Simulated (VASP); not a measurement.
A run of VASP 6.6.1 is set up as follows.

INCAR

```
SYSTEM = Ir
ALGO     = Normal         ! electronic algorithm
EDIFF    = 1E-6           ! SCF threshold, eV
EDIFFG   = -0.01          ! ionic threshold
ENCUT    = 600            ! plane-wave cutoff, eV
GGA      = RP             ! functional
IBRION   = 2              ! ionic algorithm
ISIF     = 3              ! what is computed and relaxed
ISMEAR   = -1             ! smearing method
LASPH    = .TRUE.         ! aspherical terms in the spheres
LCHARG   = .FALSE.        ! write CHGCAR
LREAL    = .FALSE.        ! projectors in reciprocal space
LWAVE    = .FALSE.        ! write WAVECAR
NELM     = 60             ! most SCF steps
NSW      = 80             ! ionic steps
PREC     = Accurate       ! precision mode
SIGMA    = 0.1            ! smearing width, eV
```

The input KPOINTS:

```
k-points
0
G
  14 14 14
  0 0 0
```

File POSCAR:

```
Ir
1.0
    0.0000000000      1.9197000000      1.9197000000
    1.9197000000      0.0000000000      1.9197000000
    1.9197000000      1.9197000000      0.0000000000
Ir
1
Direct
    0.0000000000      0.0000000000      0.0000000000
```

Potentials or basis: VASP PAW PBE potentials, release 64 (Ir).

Command:

```sh
$ cat potpaw_PBE.64/Ir/POTCAR > POTCAR
$ mpirun -np 1 vasp_std > vasp.out
```

(1) What does it give for the space group after relaxing (to 0.05 Å)?

(2) What does it give for the relaxed cell?

(3) What does it give for the relaxed volume?

## Answers

(1) Fm-3m (No. 225).

(2) a = 2.751 Å, b = 2.751 Å, c = 2.751 Å, α = 60.00°, β = 60.00°, γ = 60.00°.

(3) 14.71 Å³/atom.

Caveat: the PAW data sets were made with another functional, which shifts forces and pressure a little.
